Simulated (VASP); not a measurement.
# NbAs (I4_1md) in VASP: further runs

Aim: see how the results for NbAs move with the level of theory and the settings. Levels: BLYP, revPBE, BLYP+D3(BJ). Tasks: single point, relaxation of cell and atoms.

All numbers are computed with VASP 6.6.1; they aren't measurements. Logs are shortened: lines on timing, memory, paths and dates and some standing lists are left out, and cuts for length are marked.

## Step 1: The cell of the first run

The structure is tetragonal, space group I4_1md (No. 109). Conventional cell: a = 3.452 Å, b = 3.452 Å, c = 11.680 Å, α = 90.00°, β = 90.00°, γ = 90.00°. Within 3.5 Å of Nb (site symmetry 2mm) lie 6 As at 2.60 to 2.63 Å and 8 Nb at 3.39 to 3.45 Å. Within 3.5 Å of As (site symmetry 2mm) lie 6 Nb at 2.60 to 2.63 Å and 8 As at 3.39 to 3.45 Å.

## Step 2: Single point, BLYP

Input file INCAR:

```
  PREC = Accurate
  ENCUT = 520
  EDIFF = 1E-6
  ISMEAR = -1
  SIGMA = 0.05
  LREAL = False
  LASPH = True
  NELM = 100
  ALGO = Normal
  ISIF = 2
  LWAVE = False
  LCHARG = False
  GGA = B5
  ALDAX = 1.0
  AGGAX = 1.0
  AGGAC = 1.0
  ALDAC = 0.0
  NBANDS = 26
```

Input file KPOINTS:

```
regular mesh
0
Gamma
  11 11 11
```

Input file POSCAR:

```
NbAs
1.0
   -1.7258500000      1.7258500000      5.8400000000
    1.7258500000     -1.7258500000      5.8400000000
    1.7258500000      1.7258500000     -5.8400000000
Nb As
2 2
Direct
    0.5000000000      0.0000000000      0.5000000000
    0.7500000000      0.7500000000      0.0000000000
    0.9160000000      0.4160000000      0.5000000000
    0.1660000000      0.1660000000      0.0000000000
```

Potentials or basis: VASP PAW PBE potentials, release 64 (Nb_sv, As).

Started as:

```bash
$ cat potpaw_PBE.64/Nb_sv/POTCAR potpaw_PBE.64/As/POTCAR > POTCAR
$ mpirun -np 1 vasp_std > vasp.out
```

OUTCAR:

```text
PREC = Accurate
   ENCUT = 520
   EDIFF = 1E-6
   ISMEAR = -1
   LREAL = False
   LASPH = True
   NELM = 100
   ISIF = 2
   GGA = B5

 ion  position               nearest neighbor table
   1  0.500  0.000  0.500-   4 2.60   4 2.60   3 2.63   3 2.63   3 2.63   3 2.63
   2  0.750  0.750  0.000-   3 2.60   3 2.60   4 2.63   4 2.63   4 2.63   4 2.63
   3  0.916  0.416  0.500-   2 2.60   2 2.60   1 2.63   1 2.63   1 2.63   1 2.63
   4  0.166  0.166  0.000-   1 2.60   1 2.60   2 2.63   2 2.63   2 2.63   2 2.63

  LATTYP: Found a body centered tetragonal cell.
 ALAT       =     3.4517000000
 C/A-ratio  =     3.3838398470

  Lattice vectors:

 A1 = (  -1.7258500000,   1.7258500000,   5.8400000000)
 A2 = (   1.7258500000,  -1.7258500000,   5.8400000000)
 A3 = (   1.7258500000,   1.7258500000,  -5.8400000000)

Analysis of symmetry for initial positions (statically):
=====================================================================
 Subroutine PRICEL returns:
 Original cell was already a primitive cell.

 Routine SETGRP: Setting up the symmetry group for a
 body centered tetragonal supercell.

 Subroutine GETGRP returns: Found  8 space group operations
 (whereof  4 operations were pure point group operations)
 out of a pool of 16 trial point group operations.

The static configuration has the point symmetry C_2v.
 The point group associated with its full space group is C_4v.

Analysis of symmetry for dynamics (positions and initial velocities):
=====================================================================
 Subroutine PRICEL returns:
 Original cell was already a primitive cell.

 Routine SETGRP: Setting up the symmetry group for a
 body centered tetragonal supercell.

 Subroutine GETGRP returns: Found  8 space group operations
 (whereof  4 operations were pure point group operations)
 out of a pool of 16 trial point group operations.

The dynamic configuration has the point symmetry C_2v.
 The point group associated with its full space group is C_4v.

 Subroutine INISYM returns: Found  8 space group operations
 (whereof  4 operations are pure point group operations),
 and found     1 'primitive' translations

----------------------------------------------------------------------------------------

                                     Primitive cell

  volume of cell :      69.5791

  direct lattice vectors                    reciprocal lattice vectors
    -1.725850000  1.725850000  5.840000000     0.000000000  0.289712316  0.085616438
     1.725850000 -1.725850000  5.840000000     0.289712316  0.000000000  0.085616438
     1.725850000  1.725850000 -5.840000000     0.289712316  0.289712316  0.000000000

  length of vectors
     6.329511549  6.329511549  6.329511549     0.302098329  0.302098329  0.409715086

  position of ions in fractional coordinates (direct lattice)
     0.500000000  0.000000000  0.500000000
     0.750000000  0.750000000  0.000000000
     0.916000000  0.416000000  0.500000000
     0.166000000  0.166000000  0.000000000

  ion indices of the primitive-cell ions
   primitive index   ion index
                 1           1
                 2           2
                 3           3
                 4           4

----------------------------------------------------------------------------------------

 KPOINTS: regular mesh

Automatic generation of k-mesh.
 Grid dimensions read from file:
 generate k-points for:   11   11   11

 Generating k-lattice:

  Cartesian coordinates                     Fractional coordinates (reciprocal lattice)
     0.000000000  0.026337483  0.007783313     0.090909091 -0.000000000  0.000000000
     0.026337483  0.000000000  0.007783313    -0.000000000  0.090909091  0.000000000
     0.026337483  0.026337483  0.000000000     0.000000000  0.000000000  0.090909091

  Length of vectors
     0.027463484  0.027463484  0.037246826

  Shift w.r.t. Gamma in fractional coordinates (k-lattice)
     0.000000000  0.000000000  0.000000000

 Subroutine IBZKPT returns following result:
 ===========================================

 Found    126 irreducible k-points:

 Following reciprocal coordinates:
            Coordinates               Weight
  0.000000  0.000000  0.000000      1.000000
  0.090909 -0.000000  0.000000      8.000000
  0.181818 -0.000000  0.000000      8.000000
  0.272727 -0.000000  0.000000      8.000000
  0.363636 -0.000000  0.000000      8.000000
  0.454545 -0.000000  0.000000      8.000000
[... 16 lines left out ...]
 -0.272727  0.181818 -0.000000     16.000000
 -0.181818  0.181818  0.000000      4.000000
 [... further k-points ...]
   k-points           NKPTS =    126   k-points in BZ     NKDIM =    126   number of bands    NBANDS=     26
   number of dos      NEDOS =    301   number of ions     NIONS =      4
   total plane-waves  NPLWV = 110592
   dimension x,y,z NGX =    48 NGY =   48 NGZ =   48
   dimension x,y,z NGXF=    96 NGYF=   96 NGZF=   96
   ions per type =               2   2
   NGX,Y,Z   is equivalent  to a cutoff of  12.61, 12.61, 12.61 a.u.
   NGXF,Y,Z  is equivalent  to a cutoff of  25.21, 25.21, 25.21 a.u.
 SYSTEM =  unknown system
   PREC   = accura    normal or accurate (medium, high low for compatibility)
   ISTART =      0    job   : 0-new  1-cont  2-samecut
   ICHARG =      2    charge: 1-file 2-atom 10-const
   ISPIN  =      1    spin polarized calculation?
   LNONCOLLINEAR =      F non collinear calculations
   LSORBIT =      F    spin-orbit coupling
   LASPH  =      T    aspherical Exc in radial PAW
   ENCUT  =  520.0 eV  38.22 Ry    6.18 a.u.  11.77 11.77 11.77*2*pi/ulx,y,z
   NELM   =    100;   NELMIN=  2; NELMDL= -5     # of ELM steps
   EDIFF  = 0.1E-05   stopping-criterion for ELM
   LREAL  =      F    real-space projection
   EDIFFG = 0.1E-04   stopping-criterion for IOM
   NSW    =      0    number of steps for IOM
   IBRION =     -1    ionic relax: 0-MD 1-quasi-New 2-CG
   NFREE  =      0    steps in history (QN), initial steepest desc. (CG)
   ISIF   =      2    stress and relaxation
   ISYM   =      2    0-nonsym 1-usesym 2-fastsym
   POTIM  = 0.5000    time-step for ionic-motion
   TEBEG  =    0.0;   TEEND  =   0.0 temperature during run
   PSTRESS=    0.0 pullay stress
   NELECT =      36.0000    total number of electrons
   NUPDOWN=      -1.0000    fix difference up-down
[... 2 lines left out ...]
   ISMEAR =    -1;   SIGMA  =   0.05  broadening in eV -4-tet -1-fermi 0-gaus
   EFERMI_NEDOS =   21; number of points for ismear=-14 and -15
   IALGO  =     38    algorithm
   IMIX   =      4    mixing-type and parameters
     AMIX     =   0.40;   BMIX     =  1.00
     AMIX_MAG =   1.60;   BMIX_MAG =  1.00
  volume/ion in A,a.u.               =      17.39       117.39
  Fermi-wavevector in a.u.,A,eV,Ry     =   1.314264  2.483599 23.501213  1.727290
  Thomas-Fermi vector in A             =   2.444529
   LORBIT       =      0    0 simple, 1 ext, 2 COOP (PROOUT), +10 PAW based schemes
   GGA     = B5    functional components
   LHFCALC =     F    Hartree Fock is set to
   AEXX    =    0.0000 exact exchange contribution
   IVDW    =     0    specifies the selected vdW correction
   LEPSILON=     F    determine dielectric tensor
   LRPA    =     F    only Hartree local field effects (RPA)
 non-spin polarized calculation
  energy-cutoff  :      520.00
  volume of cell :       69.58
 maximum number of plane-waves:      1896
   NGX = 23   NGY = 23   NGZ = 23

 number of electron      35.9999999 magnetization

 Free energy of the ion-electron system (eV)
  ---------------------------------------------------
  ext. energy  EPLUGINS =         0.00000000
  ---------------------------------------------------
  free energy    TOTEN  =       -27.81661588 eV

  energy without entropy =      -27.81031723  energy(sigma->0) =      -27.81346656

 E-fermi :  10.1402     XC(G=0): -11.1803

 val. band max:       10.1183163267   @ k =  -0.0909   0.4545   0.0909
 cond. band min:      10.1507823000   @ k =  -0.1818  -0.4545   0.1818
 fundamental gap:      0.0324659733
 Fermi energy:        10.1402468777

 k-point     1 :       0.0000    0.0000    0.0000
  band No.  band energies     occupation
      1     -44.8664      2.00000
      2     -44.8378      2.00000
      3     -21.1930      2.00000
      4     -21.0913      2.00000
      5     -21.0913      2.00000
      6     -20.9275      2.00000
[... 18 lines left out ...]
     25      14.0892      0.00000
     26      14.0895      0.00000

 k-point     2 :       0.0909   -0.0000    0.0000
  band No.  band energies     occupation
      1     -44.8651      2.00000
      2     -44.8373      2.00000
      3     -21.1875      2.00000
      4     -21.1070      2.00000
      5     -21.0898      2.00000
      6     -20.9436      2.00000
[... 18 lines left out ...]
     25      14.1955      0.00000
     26      14.4176      0.00000

 k-point     3 :       0.1818   -0.0000    0.0000
  band No.  band energies     occupation
      1     -44.8613      2.00000
      2     -44.8360      2.00000
      3     -21.1819      2.00000
      4     -21.1395      2.00000
      5     -21.0858      2.00000
      6     -20.9839      2.00000
[... 18 lines left out ...]
     25      14.4516      0.00000
     26      15.1522      0.00000

 k-point     4 :       0.2727   -0.0000    0.0000
  band No.  band energies     occupation
      1     -44.8561      2.00000
      2     -44.8345      2.00000
      3     -21.2228      2.00000
      4     -21.1332      2.00000
      5     -21.0804      2.00000
      6     -21.0318      2.00000
[... 18 lines left out ...]
     25      14.5118      0.00000
     26      15.8575      0.00000

 k-point     5 :       0.3636   -0.0000    0.0000
  band No.  band energies     occupation
      1     -44.8510      2.00000
      2     -44.8335      2.00000
      3     -21.2741      2.00000
      4     -21.1227      2.00000
      5     -21.0755      2.00000
      6     -21.0614      2.00000
[... 18 lines left out ...]
     25      14.5159      0.00000
     26      16.2144      0.00000

 k-point     6 :       0.4545   -0.0000    0.0000
  band No.  band energies     occupation
      1     -44.8477      2.00000
      2     -44.8332      2.00000
      3     -21.3051      2.00000
      4     -21.1325      2.00000
      5     -21.0726      2.00000
      6     -21.0583      2.00000
[... 427 lines left out ...]
 k-point    21 :      -0.4545    0.1818   -0.0000
  band No.  band energies     occupation
      1     -44.8437      2.00000
      2     -44.8304      2.00000
      3     -21.2942      2.00000
      4     -21.1409      2.00000
      5     -21.1114      2.00000
      6     -21.0504      2.00000
[... 18 lines left out ...]
     25      14.2882      0.00000
     26      16.1198      0.00000

 k-point    22 :      -0.3636    0.1818    0.0000
  band No.  band energies     occupation
      1     -44.8474      2.00000
      2     -44.8302      2.00000
      3     -21.2634      2.00000
      4     -21.1438      2.00000
      5     -21.1012      2.00000
      6     -21.0584      2.00000
[... 18 lines left out ...]
     25      14.3573      0.00000
     26      16.0604      0.00000

 k-point    23 :      -0.2727    0.1818   -0.0000
  band No.  band energies     occupation
      1     -44.8524      2.00000
      2     -44.8313      2.00000
      3     -21.2131      2.00000
      4     -21.1526      2.00000
      5     -21.1100      2.00000
      6     -21.0267      2.00000
[... 18 lines left out ...]
     25      14.3094      0.00000
     26      15.6715      0.00000

 k-point    24 :      -0.1818    0.1818    0.0000
  band No.  band energies     occupation
      1     -44.8572      2.00000
      2     -44.8332      2.00000
      3     -21.1758      2.00000
      4     -21.1505      2.00000
      5     -21.1194      2.00000
      6     -20.9836      2.00000
[... 18 lines left out ...]
     25      13.8694      0.00000
     26      15.3203      0.00000

 [... further k-points ...]

------------------------ aborting loop because EDIFF is reached ----------------------------------------

  FORCE on cell =-STRESS in cart. coord.  units (eV):
  Direction    XX          YY          ZZ          XY          YZ          ZX
  --------------------------------------------------------------------------------------
  -------------------------------------------------------------------------------------
  Total        5.0524387      5.0524387      5.4453307      0.0000000      0.0000000      0.0000000
  in kB      116.3409769    116.3409769    125.3879817      0.0000000      0.0000000      0.0000000
  external PRESSURE =     119.3566452 kB  Pullay stress =       0.0000000 kB

 VOLUME and BASIS-vectors are now :
 -----------------------------------------------------------------------------
  energy-cutoff  :      520.00
  volume of cell :       69.58
      direct lattice vectors                 reciprocal lattice vectors
    -1.725850000  1.725850000  5.840000000     0.000000000  0.289712316  0.085616438
     1.725850000 -1.725850000  5.840000000     0.289712316  0.000000000  0.085616438
     1.725850000  1.725850000 -5.840000000     0.289712316  0.289712316  0.000000000

 POSITION                                       TOTAL-FORCE (eV/Angst)
 -----------------------------------------------------------------------------------
      0.00000      1.72585      0.00000         0.000000     -0.000000     -0.297245
      0.00000      0.00000      8.76000        -0.000000      0.000000     -0.297245
      0.00000      1.72585      4.85888        -0.000000     -0.000000      0.297245
      0.00000      0.00000      1.93888        -0.000000     -0.000000      0.297245
 -----------------------------------------------------------------------------------
    total drift:                               -0.000000     -0.000000     -0.000056

  FREE ENERGIE OF THE ION-ELECTRON SYSTEM (eV)
  ---------------------------------------------------
  free  energy   TOTEN  =       -27.8166158844 eV

  energy  without entropy=      -27.8103172301  energy(sigma->0) =      -27.81346656
```

Run time: 16 min. Hardware: 1 thread of Intel Xeon 8259CL, shared host; peak memory 0.45 GiB.

Results:

```
Free energy            : -27.8166 eV
Pressure               : 11.9 GPa
Largest force          : 0.297 eV/Å
Band gap on the k mesh : 0.02 eV (least direct gap 0.05 eV)
```

Forces in eV/Å, atoms in the order of the input:
```
Nb   0.000  0.000 -0.297
Nb   0.000  0.000 -0.297
As   0.000  0.000  0.297
As   0.000  0.000  0.297
```

Caveat: the cell stands under pressure; the smearing spreads over this small gap; semilocal functionals underestimate gaps, and a narrow one can read as zero; the PAW data sets were made with another functional, which shifts forces and pressure a little. A k mesh can miss the band edges.

## Step 3: Single point, revPBE

This run uses another cell than the first one, of 17.93 Å³/atom.

Input file INCAR:

```
  ALGO = Normal
  EDIFF = 1E-6
  ENCUT = 520
  GGA = RE
  ISIF = 2
  ISMEAR = -1
  LASPH = True
  LCHARG = True
  LELF = True
  LREAL = False
  LVHAR = True
  LWAVE = False
  NBANDS = 26
  NELM = 80
  PREC = Accurate
  SIGMA = 0.05
```

Input file KPOINTS:

```
k-points
0
Gamma
  11 11 11
```

Input file POSCAR:

```
NbAs
1.0
   -1.7428667358      1.7428667358      5.9024064253
    1.7428667358     -1.7428667358      5.9024064253
    1.7428667358      1.7428667358     -5.9024064253
Nb As
2 2
Direct
    0.4989523686     -0.0010476314      0.5000000000
    0.7489523686      0.7489523686      0.0000000000
    0.9170476314      0.4170476314      0.5000000000
    0.1670476314      0.1670476314      0.0000000000
```

Potentials or basis: VASP PAW PBE potentials, release 64 (Nb_sv, As).

Started as:

```bash
$ cat potpaw_PBE.64/Nb_sv/POTCAR potpaw_PBE.64/As/POTCAR > POTCAR
$ mpirun -np 1 vasp_std > vasp.out
```

It took 14 min on 1 thread of Intel Xeon 8259CL, shared host; peak memory 0.46 GiB.

It converged, with:

```
Free energy            : -31.0093 eV
Pressure               : -0.1 GPa
Largest force          : 0.005 eV/Å
Band gap on the k mesh : 0.03 eV
```

Forces in eV/Å, atoms in the order of the input:
```
Nb   0.000  0.000 -0.005
Nb   0.000  0.000 -0.005
As   0.000  0.000  0.005
As   0.000  0.000  0.005
```

Levels at points of the mesh, in eV from the valence-band top:
```
           k point  band 14  band 15  band 16  band 17  band 18  band 19  band 20  band 21  band 22  band 23
(0.00, 0.00, 0.00)    -2.15    -1.96    -1.61    -1.34    -1.34     0.68     1.22     2.35     2.88     2.88
```

Caveat: semilocal functionals underestimate gaps, and a narrow one can read as zero; the PAW data sets were made with another functional, which shifts forces and pressure a little. A k mesh can miss the band edges.

## Step 4: Relaxation of cell and atoms, BLYP+D3(BJ)

Input file INCAR:

```
SYSTEM = NbAs
AGGAC = 1.0
AGGAX = 1.0
ALDAC = 0.0
ALDAX = 1.0
ALGO = Normal
EDIFF = 1E-7
EDIFFG = -0.01
ENCUT = 600
GGA = B5
IBRION = 2
ISIF = 3
ISMEAR = -1
IVDW = 12
LASPH = .True.
LCHARG = .False.
LREAL = .False.
LWAVE = .False.
NELM = 80
NSW = 60
PREC = Accurate
SIGMA = 0.05
VDW_A1 = 0.4298
VDW_A2 = 4.2359
VDW_S6 = 1.0
VDW_S8 = 2.6996
```

Input file KPOINTS:

```
k-points
0
Gamma
  11 11 11
  0 0 0
```

Input file POSCAR:

```
NbAs
1.0
   -1.7258500000      1.7258500000      5.8400000000
    1.7258500000     -1.7258500000      5.8400000000
    1.7258500000      1.7258500000     -5.8400000000
Nb As
2 2
Direct
    0.5000000000      0.0000000000      0.5000000000
    0.7500000000      0.7500000000      0.0000000000
    0.9160000000      0.4160000000      0.5000000000
    0.1660000000      0.1660000000      0.0000000000
```

Started as:

```bash
$ cat potpaw_PBE.64/Nb_sv/POTCAR potpaw_PBE.64/As/POTCAR > POTCAR
$ mpirun -np 1 vasp_std > vasp.out
```

It took 45 min on 1 thread of AMD EPYC 9R45 (Zen 5), shared host; peak memory 0.54 GiB.

Results (log left out):

- Free energy: -33.7538 eV
- Relaxed volume: 17.16 Å³/atom
- Relaxed cell: a = 6.288 Å, b = 6.288 Å, c = 6.288 Å, α = 148.24°, β = 148.24°, γ = 45.53°
- Space group after relaxing (to 0.1 Å): I4_1md (No. 109)
- Energy gained by relaxing: 3.5 meV/atom
- Ionic steps: 7
- Pressure after relaxing: 0.0 GPa
- Band gap on the k mesh: 0.06 eV
- Dispersion energy per atom: -1.502 eV

The path:
```tsv
step	energy change (eV)	largest force (eV/Å)	pressure (GPa)	volume (Å³)
1	0.0000	0.2964	-2.07	69.58
2	0.0035	0.0537	3.68	67.34
3	-0.0114	0.1394	0.51	68.52
4	-0.0135	0.0254	-0.20	68.78
5	-0.0136	0.0035	-0.11	68.74
6	-0.0141	0.0015	-0.03	68.68
7	-0.0142	0.0004	0.01	68.66
```

Final structure:
```cif
data_structure
_symmetry_space_group_name_H-M 'P 1'
_symmetry_Int_Tables_number 1
_cell_length_a 6.2883
_cell_length_b 6.2883
_cell_length_c 6.2883
_cell_angle_alpha 148.242
_cell_angle_beta 148.242
_cell_angle_gamma 45.528
_cell_volume 68.66
loop_
_atom_site_label
_atom_site_type_symbol
_atom_site_fract_x
_atom_site_fract_y
_atom_site_fract_z
_atom_site_occupancy
Nb1 Nb 0.49873 0.99873 0.50000 1
Nb2 Nb 0.74873 0.74873 0.00000 1
As1 As 0.91727 0.41727 0.50000 1
As2 As 0.16727 0.16727 0.00000 1
```

Levels at points of the mesh, in eV from the valence-band top:
```csv
k point,band 16,band 17,band 18,band 19,band 20,band 21
"(0.00, 0.00, 0.00)",-1.63,-1.37,-1.37,0.69,1.27,2.51
```

Caveat: the dispersion term is far too large for a dense solid, which distorts pressure and volume; semilocal functionals underestimate gaps, and a narrow one can read as zero; the PAW data sets were made with another functional, which shifts forces and pressure a little. A k mesh can miss the band edges.

## Step 5: Summary

```csv
task,level,cell,cutoff (eV),gap on the mesh (eV),pressure (GPa),largest force (eV/Å)
single point,BLYP,"a = 6.330 Å, angles 148.4, 148.4, 45.4°, 4 atoms, atomic positions A",520,0.02,11.9,0.30
single point,revPBE,"a = 6.396 Å, angles 148.4, 148.4, 45.3°, 4 atoms, atomic positions B",520,0.03,-0.1,0.01
relaxation of cell and atoms,BLYP+D3(BJ),"relaxed from a = 6.330 Å, angles 148.4, 148.4, 45.4°, 4 atoms, atomic positions A",600,0.06,0.0,-
```

Alike in all rows: potentials or basis VASP PAW PBE potentials, release 64 (Nb_sv, As); no spin polarisation; k mesh 11 × 11 × 11; smearing fermi-dirac 0.05 eV.

Caveats: semilocal functionals underestimate gaps, and a narrow one can read as zero; the PAW data sets were made with another functional, which shifts forces and pressure a little; the cell stands under pressure (at least some runs); the smearing spreads over this small gap (at least some runs); the dispersion term is far too large for a dense solid, which distorts pressure and volume (at least some runs).

Absolute energies hang on the potentials; compare differences alone.
